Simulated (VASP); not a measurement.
A run of VASP 6.6.1 is set up as follows.

INCAR

```
PREC = Accurate
ENCUT = 520
EDIFF = 1E-6
ISMEAR = 0
SIGMA = 0.1
LREAL = F
LASPH = T
NELM = 80
ALGO = Normal
ISIF = 2
LWAVE = F
LCHARG = T
GGA = PE
LELF = T
LVHAR = T
NBANDS = 20
```

File KPOINTS:

```
Automatic mesh
0
Gamma
  6 6 6
```

Contents of POSCAR:

```
B3PPd
1.0
    4.0955803601      0.0000000000      0.0000000000
    0.0000000000      4.0955803601      0.0000000000
    0.0000000000      0.0000000000      4.0955803601
B P Pd
3 1 1
Direct
    0.0000000000      0.5000000000      0.5000000000
    0.5000000000      0.0000000000      0.5000000000
    0.5000000000      0.5000000000      0.0000000000
    0.0000000000      0.0000000000      0.0000000000
    0.5000000000      0.5000000000      0.5000000000
```

Potentials or basis: VASP PAW PBE potentials, release 64 (B, P, Pd).

The run is started by

```bash
$ cat potpaw_PBE.64/B/POTCAR potpaw_PBE.64/P/POTCAR potpaw_PBE.64/Pd/POTCAR > POTCAR
$ mpirun -np 1 vasp_std > vasp.out
```

(1) Estimate the pressure.

(2) What does it give for the band gap on the k mesh?

Results:

(1) 0.2 GPa.

(2) zero (band 12 reaches 6.48 eV, above the bottom of band 13 at 3.67 eV).
